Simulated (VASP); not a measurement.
Input of a VASP 6.6.1 run:

File INCAR:

```
ALGO = Normal
EDIFF = 1E-8
ENCUT = 400
GGA_COMPAT = False
ISIF = 2
ISMEAR = -1
LASPH = True
LCHARG = False
LEFG = True
LREAL = False
LWAVE = False
NBANDS = 16
NELM = 120
PREC = Accurate
SIGMA = 0.03
```

File KPOINTS:

```
k-points
0
Gamma
  7 7 7
```

File POSCAR:

```
AgBr
1.0
    0.0000000000      2.8470445428      2.8470445428
    2.8470445428      0.0000000000      2.8470445428
    2.8470445428      2.8470445428      0.0000000000
Ag Br
1 1
Direct
    0.5000000000      0.5000000000      0.5000000000
    0.0000000000      0.0000000000      0.0000000000
```

Potentials or basis: VASP PAW LDA potentials, release 64 (Ag, Br).

Launch:

```bash
$ cat potpaw_LDA.64/Ag/POTCAR potpaw_LDA.64/Br/POTCAR > POTCAR
$ mpirun -np 1 vasp_std > vasp.out
```

(1) Predict the pressure.

(2) What does it give for the band gap on the k mesh?

## Answers

(1) -3.3 GPa.

(2) 0.49 eV, indirect (least direct gap 2.43 eV).

Caveat: without QUAD_EFG the Cq values of the log hold for a quadrupole moment of 1 mb, not for the nuclei.
